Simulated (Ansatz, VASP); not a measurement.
**One calculation of Hf2SnS2, two programs**

File INCAR:

```
ALGO = Normal
EDIFF = 1E-6
ENCUT = 520
GGA = PE
ISIF = 2
ISMEAR = 0
LASPH = T
LCHARG = F
LREAL = F
LWAVE = F
NBANDS = 31
NELM = 60
PREC = Accurate
SIGMA = 0.1
```

The input KPOINTS:

```
k-points
0
Gamma
  6 6 4
```

The input POSCAR:

```
Hf2SnS2
1.0
    4.3258632500      0.0000000000      0.0000000000
   -2.1629316300      3.7463074700      0.0000000000
    0.0000000000      0.0000000000      7.0774296600
Hf Sn S
2 1 2
Direct
    0.3333333300      0.6666666700      0.6330999700
    0.6666666700      0.3333333300      0.3669000300
    0.0000000000      0.0000000000      0.0000000000
    0.3333333300      0.6666666700      0.2381999900
    0.6666666700      0.3333333300      0.7618000100
```

Input for Ansatz:

```yaml
crystal:
  lattice:
    - [4.32586325, 0.0, 0.0]
    - [-2.16293163, 3.74630747, 0.0]
    - [0.0, 0.0, 7.07742966]
  atoms:
    - { symbol: Hf, position: [0.33333333, 0.66666667, 0.63309997] }
    - { symbol: Hf, position: [0.66666667, 0.33333333, 0.36690003] }
    - { symbol: Sn, position: [0.0, 0.0, 0.0] }
    - { symbol: S, position: [0.33333333, 0.66666667, 0.23819999] }
    - { symbol: S, position: [0.66666667, 0.33333333, 0.76180001] }
basis:
  ecutwfc: 420
kpoints:
  mp_grid: { grid: [6, 6, 4] }
hamiltonian:
  xc: pbe
scf:
  occupations: { method: gaussian, width: 0.1 }
  lower_state_search: "off"
output:
  forces: true
  stress: true
  eigenvalues: true
```

Change from the starting cell: species swapped into the CaCd2As2 type (P-3m1, No. 164).

Alike in both runs: task single point; functional PBE; k mesh 6 × 6 × 4; occupations gaussian, width 0.1 eV; no spin polarisation.

|  | VASP | Ansatz |
| --- | --- | --- |
| version | VASP 6.6.1 | Ansatz 0.2.0 |
| potentials or method | VASP PAW PBE potentials, release 64 (Hf_pv, Sn_d, S), cutoff 520 eV | scalar-relativistic, plane waves, PAW |
| valence electrons in the cell | 46 | 78 |

```csv
,VASP,Ansatz,Ansatz less VASP
gap on the k mesh at the Fermi level (eV),none,none,-
pressure (GPa),-5.5,-5.2,+0.32
"traceless stress, the component that is largest in VASP (GPa)",-3.15,-3.14,+0.013
rms of the force components (eV/Å),0.954,0.940,-0.0140
```

Atom by atom the forces differ by 0.016 eV/Å (rms over components). A gap of «none» marks a metal or a gap that the smearing closes. The functional is the same, so the differences come from potentials, cutoffs and numerics. VASP's potentials hold 46 valence electrons a cell and Ansatz's 78, so a difference there can come from the potentials and not from the codes.

Neither program's run includes spin-orbit coupling.
